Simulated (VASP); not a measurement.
Write the native input for VASP 6.6.1 that does the following.

```yaml
Task: relaxation of cell and atoms
Functional: LDA
Potentials_or_basis: VASP PAW LDA potentials, release 64 (Sr_sv, Be)
Cutoff: 600 eV
k_mesh: 4 × 4 × 4
Occupations: fermi-dirac, width 0.05 eV
Spin: no spin polarisation
Dipole_correction: no
Further_INCAR_settings: ALGO = Normal; EDIFF = 1e-07; IBRION = 2; EDIFFG = -0.01; NSW = 80; ISIF = 3
```

The structure of SrBe3 lies in POSCAR:

```
SrBe3
1.0
    4.2800000000      0.0000000000      0.0000000000
    0.0000000000      4.2800000000      0.0000000000
    0.0000000000      0.0000000000      4.2800000000
Sr Be
1 3
Direct
    0.0000000000      0.0000000000      0.0000000000
    0.0000000000      0.5000000000      0.5000000000
    0.5000000000      0.0000000000      0.5000000000
    0.5000000000      0.5000000000      0.0000000000
```

These files were run (other wordings do the same):

INCAR

```
SYSTEM = SrBe3
ALGO = Normal ; EDIFF = 1E-7
EDIFFG = -0.01 ; ENCUT = 600
GGA_COMPAT = .False. ; IBRION = 2
ISIF = 3 ; ISMEAR = -1
LASPH = .True. ; LCHARG = .False.
LREAL = .False. ; LWAVE = .False.
NELM = 120 ; NELMIN = 4
NSW = 80 ; PREC = Accurate
SIGMA = 0.05
```

KPOINTS

```
k-points
0
Gamma
  4 4 4
  0 0 0
```

Potentials or basis: VASP PAW LDA potentials, release 64 (Sr_sv, Be).

Launch:

```bash
$ cat potpaw_LDA.64/Sr_sv/POTCAR potpaw_LDA.64/Be/POTCAR > POTCAR
$ mpirun -np 1 vasp_std > vasp.out
```

It gave:

```yaml
Relaxed_volume: 17.83 Å³/atom
Relaxed_cell: a = 4.147 Å, b = 4.147 Å, c = 4.147 Å, α = 90.00°, β = 90.00°, γ = 90.00°
Space_group_after_relaxing_to_0.1_Å: Pm-3m (No. 221)
Energy_gained_by_relaxing: 23.9 meV/atom
Ionic_steps: 3
Pressure_after_relaxing: -0.1 GPa
Band_gap_on_the_k_mesh: zero (bands 8 and 9 overlap by 0.50 eV)
```

Caveat: the k points lie up to 0.38 Å⁻¹ apart in the final cell, too coarse for converged energies and pressures of a metal.

Wall time 48 s on 1 thread of Intel Xeon 8259CL (shared host), peak memory 0.19 GiB.
